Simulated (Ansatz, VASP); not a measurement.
# One calculation of NaH, two programs

```xyz
2
Lattice="0.0000 2.3837 2.3837 2.3837 0.0000 2.3837 2.3837 2.3837 0.0000" Properties=species:S:1:pos:R:3 pbc="T T T"
Na    0.0000    0.0000    0.0000
H     2.3837    2.3837    2.3837
```

Alike in both runs: task single point; functional PBE; k mesh 12 × 12 × 12; occupations gaussian, width 0.05 eV; no spin polarisation.

|  | VASP | Ansatz |
| --- | --- | --- |
| version | VASP 6.6.1 | Ansatz 0.2.0 |
| potentials or method | VASP PAW PBE potentials, release 64 (Na_pv, H), cutoff 520 eV | scalar-relativistic, plane waves, PAW |
| valence electrons in the cell | 8 | 10 |

Ansatz gave:

| Property | Result |
| --- | --- |
| gap on the k mesh at the Fermi level (eV) | 3.83 |
| least direct gap on the mesh (eV) | 4.71 |
| pressure (GPa) | 1.0 |

Question: Which values does VASP return?

Answer: gap on the k mesh at the Fermi level (eV): 3.83; least direct gap on the mesh (eV): 4.70; pressure (GPa): 1.0.

The functional is the same, so the differences come from potentials, cutoffs and numerics. VASP's potentials hold 8 valence electrons a cell and Ansatz's 10, so a difference there can come from the potentials and not from the codes.
